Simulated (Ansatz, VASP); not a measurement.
# Mo: VASP beside Ansatz

```
Mo
1.0
    -1.57100    1.59457    1.57100
     1.57100   -1.59457    1.57100
     1.57100    1.59457   -1.57100
Mo
1
Direct
  0.00000 0.00000 0.00000
```

Change from the starting cell: strain +0.0150 x Voigt [0, 1, 0, 0, 0, 0], atoms carried along.

Alike in both runs: task single point; functional r2SCAN; k mesh 22 × 22 × 22; occupations gaussian, width 0.15 eV; no spin polarisation.

```csv
,VASP,Ansatz
version,VASP 6.6.1,Ansatz 0.2.0
potentials or method,"VASP PAW PBE potentials, release 64 (Mo_sv), cutoff 520 eV","scalar-relativistic, plane waves, PAW"
valence electrons in the cell,14,14
```

|  | VASP | Ansatz | Ansatz less VASP |
| --- | --- | --- | --- |
| gap on the k mesh at the Fermi level (eV) | none | none | - |
| pressure (GPa) | -0.6 | -1.7 | -1.11 |
| traceless stress, the component that is largest in VASP (GPa) | -3.16 | -3.16 | -0.001 |

VASP's potentials were made for PBE, not for r2SCAN. A gap of «none» marks a metal or a gap that the smearing closes.
